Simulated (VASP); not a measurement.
# ZnS: single point with PBE

Crystal: ZnS.

```
Zn S
1.0
     2.80279    2.80279    0.00000
    -2.70075    2.70075    0.00000
     0.00000    0.00000    5.40149
Zn S
2 2
Direct
  0.00000 0.00000 0.99845
  0.50000 0.50000 0.49845
  0.50000 0.00000 0.75155
  0.00000 0.50000 0.25155
```

This cell differs from its parent crystal: uniaxial strain along a: +3.0 %.

| Quantity | Value |
| --- | --- |
| Program | VASP 6.6.1 |
| Task | single point |
| Functional | PBE |
| Potentials or basis | VASP PAW PBE potentials, release 64 (Zn, S) |
| Cutoff | 520 eV |
| k mesh | 8 × 8 × 6 |
| Occupations | gaussian, width 0.02 eV |
| Spin | no spin polarisation |
| Dipole correction | no |
| Further INCAR settings | ALGO = Normal; EDIFF = 1e-06; NBANDS = 26 |

```
Pressure               : -0.8 GPa
Largest force          : 0.079 eV/Å
Band gap on the k mesh : 1.89 eV
```

Forces in eV/Å, atoms in the order of the input:
```
Zn   0.000  0.000 -0.079
Zn   0.000  0.000 -0.079
S    0.000  0.000  0.079
S    0.000  0.000  0.079
```

Stress tensor (GPa, compression positive):
```
-0.99 -1.93  0.00
-1.93 -0.99  0.00
 0.00  0.00 -0.29
```

Levels at points of the mesh, in eV from the valence-band top:
| k point | band 14 | band 15 | band 16 | band 17 | band 18 | band 19 | band 20 | band 21 | band 22 | band 23 |
| --- | --- | --- | --- | --- | --- | --- | --- | --- | --- | --- |
| (0.00, 0.00, 0.00) | -2.38 | -2.03 | -0.15 | -0.03 | 0.00 | 1.89 | 3.27 | 4.01 | 6.13 | 6.38 |
| (0.50, 0.00, 0.00) | -3.87 | -2.41 | -2.41 | -0.86 | -0.86 | 4.81 | 4.81 | 6.54 | 6.54 | 7.35 |
| (0.00, 0.50, 0.00) | -3.89 | -2.35 | -2.35 | -1.05 | -1.05 | 4.45 | 4.45 | 6.57 | 6.57 | 7.16 |
| (0.50, 0.50, 0.00) | -4.51 | -2.13 | -2.13 | -2.09 | -2.09 | 3.46 | 3.46 | 4.08 | 4.08 | 10.49 |
| (0.00, 0.00, 0.50) | -2.54 | -1.39 | -1.39 | -1.12 | -1.12 | 4.20 | 4.20 | 4.63 | 4.63 | 8.28 |
| (0.50, 0.00, 0.50) | -5.12 | -0.82 | -0.82 | -0.79 | -0.79 | 3.31 | 3.31 | 6.96 | 6.96 | 7.00 |
| (0.00, 0.50, 0.50) | -5.10 | -1.01 | -1.01 | -0.86 | -0.86 | 3.05 | 3.05 | 6.64 | 6.64 | 6.98 |
| (0.50, 0.50, 0.50) | -4.50 | -2.64 | -2.64 | -2.62 | -2.62 | 5.73 | 5.73 | 5.88 | 5.88 | 7.91 |

It took 3.6 min on 1 thread of AMD EPYC 7R43 64-Core Processor (Zen 3), with other jobs on the host, peak memory 0.25 GiB.

Caveat: the cell differs from its parent crystal (uniaxial strain along a: +3.0 %).
